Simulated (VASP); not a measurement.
Input of a VASP 6.6.1 run:

The input INCAR:

```
SYSTEM = Sn8O16F
PREC = Accurate ; ENCUT = 520
EDIFF = 1E-6 ; ISMEAR = -1
SIGMA = 0.01 ; LREAL = Auto
LASPH = .True. ; NELM = 60
ALGO = Normal ; ISIF = 2
LWAVE = .False. ; LCHARG = .False.
GGA = PE ; NBANDS = 126
NELECT = 216.0
```

File KPOINTS:

```
Automatic mesh
0
Gamma
  1 1 1
  0 0 0
```

The input POSCAR:

```
Sn8O16F
1.0
    4.8274600300      4.8274600300      0.0000000000
   -4.8274600300      4.8274600300      0.0000000000
    0.0000000000      0.0000000000      6.4759066800
Sn O F
8 16 1
Direct
   -0.0066823961      0.5083043639      0.2481130565
    0.4981224050     -0.0062229412      0.2488121092
    0.0062240805      0.0013674893      0.0001019162
    0.4854917463      0.4867085352      0.0000997544
   -0.0066845711      0.5083028103      0.7520948403
    0.4981227157     -0.0062180732      0.7513956331
   -0.0075360541      0.0097481905      0.5001026358
    0.5020833906      0.4924110164      0.5001015549
   -0.0103542028      0.8165421310      0.2561369522
    0.5375515248      0.2991862162      0.2630311220
   -0.0089568841      0.1992637938      0.2492676439
    0.4958153947      0.6828648978      0.2528845891
    0.3099460152     -0.0772182468      0.0001048502
    0.7959713754      0.4993839379      0.0001043869
    0.1707244586      0.5703950904      0.0001046958
    0.6930687109     -0.0005635469      0.0001045413
   -0.0103557564      0.8165403702      0.7440687827
    0.5375794898      0.2991866304      0.7371656566
   -0.0089688987      0.1992623438      0.7509353115
    0.4958129089      0.6828661407      0.7473199104
    0.3018107847      0.0104119971      0.5001049521
    0.8106485555      0.5145338303      0.5001012461
    0.1920319369      0.4869696456      0.5001052609
    0.6867938791     -0.0196639640      0.5001015549
    0.2909457543      0.2539753809      0.0000753562
```

Potentials or basis: VASP PAW PBE potentials, release 64 (Sn_d, O, F).

Run with:

```bash
$ cat potpaw_PBE.64/Sn_d/POTCAR potpaw_PBE.64/O/POTCAR potpaw_PBE.64/F/POTCAR > POTCAR
$ mpirun -np 1 vasp_gam > vasp.out
```

Estimate the largest force.

0.094 eV/Å.

Forces in eV/Å, atoms in the order of the input:
```
Sn   0.026  0.003  0.005
Sn  -0.009 -0.002  0.008
Sn   0.009 -0.013  0.001
Sn  -0.017  0.093  0.001
Sn   0.027  0.005 -0.007
Sn  -0.007 -0.002 -0.007
Sn  -0.010 -0.007  0.001
Sn  -0.007 -0.004  0.000
O    0.009 -0.010  0.002
O    0.026 -0.015 -0.018
O   -0.029  0.026 -0.001
O   -0.018  0.010 -0.001
O   -0.004 -0.026  0.000
O   -0.031 -0.025 -0.001
O    0.000  0.030 -0.001
O    0.029  0.018  0.000
O    0.010 -0.010 -0.002
O    0.026 -0.014  0.017
O   -0.029  0.026  0.001
O   -0.019  0.010  0.001
O   -0.014 -0.007 -0.001
O   -0.023 -0.022 -0.001
O    0.020  0.009  0.001
O    0.019  0.015  0.001
F    0.018 -0.088  0.000
```

Caveat: the k points lie up to 0.97 Å⁻¹ apart; the cell carries a net charge on a neutralising background, which shifts energy and pressure.
